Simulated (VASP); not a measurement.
Wanted: the native input for a VASP 6.6.1 run.

```yaml
Task: single point
Functional: PBE
Potentials_or_basis: VASP PAW PBE potentials, release 64 (Ge_d, P)
Cutoff: 520 eV
k_mesh: 6 × 6 × 2
Occupations: gaussian, width 0.1 eV
Spin: no spin polarisation
Dipole_correction: no
Further_INCAR_settings: ALGO = Normal; EDIFF = 1e-06; NBANDS = 28
```

The structure of GeP5 lies in POSCAR:

```
GeP5
1.0
    4.2104212500      0.0000000000      0.0000000000
   -2.1052106200      3.6463317600      0.0000000000
    0.0000000000      0.0000000000      7.5426316900
Ge P
1 5
Direct
    0.0000000000      0.0000000000      0.0000000000
    0.5000000000      0.0000000000      0.0000000000
    0.0000000000      0.5000000000      0.0000000000
    0.5000000000      0.5000000000      0.0000000000
    0.3333333300      0.6666666700      0.5000000000
    0.6666666700      0.3333333300      0.5000000000
```

The cell was generated, and may not be a known phase.

These files were run (other wordings do the same):

INCAR

```
SYSTEM = GeP5
PREC     = Accurate       ! precision mode
ENCUT    = 520            ! plane-wave cutoff, eV
EDIFF    = 1E-6           ! SCF threshold, eV
ISMEAR   = 0              ! smearing method
SIGMA    = 0.1            ! smearing width, eV
LREAL    = .FALSE.        ! projectors in reciprocal space
LASPH    = .TRUE.         ! aspherical terms in the spheres
NELM     = 80             ! most SCF steps
ALGO     = Normal         ! electronic algorithm
ISIF     = 2              ! what is computed and relaxed
LWAVE    = .FALSE.        ! write WAVECAR
LCHARG   = .TRUE.         ! write CHGCAR
GGA      = PE             ! functional
LELF     = .TRUE.         ! ELF
LVHAR    = .TRUE.       
NBANDS   = 28             ! bands
```

KPOINTS

```
regular mesh
0
G
  6 6 2
  0 0 0
```

Potentials or basis: VASP PAW PBE potentials, release 64 (Ge_d, P).

The run is started by

```console
$ cat potpaw_PBE.64/Ge_d/POTCAR potpaw_PBE.64/P/POTCAR > POTCAR
$ mpirun -np 1 vasp_std > vasp.out
```

It gave:

| Item | Value |
| --- | --- |
| Pressure | 40.0 GPa |
| Band gap on the k mesh | zero (an odd number of electrons rules out a gap without spin polarisation) |

Caveat: the k points lie up to 0.42 Å⁻¹ apart, too coarse for converged energies and pressures of a metal; this functional lacks dispersion, which binds layers or chains, so the pressure and a relaxed spacing across them are unreliable; an odd number of electrons without spin polarisation forces a metal; a magnetic or distorted state may lie lower.

It took 23 s on 1 thread of AMD EPYC 9R45 96-Core Processor (Zen 5), on a shared host, peak memory 0.2 GiB.
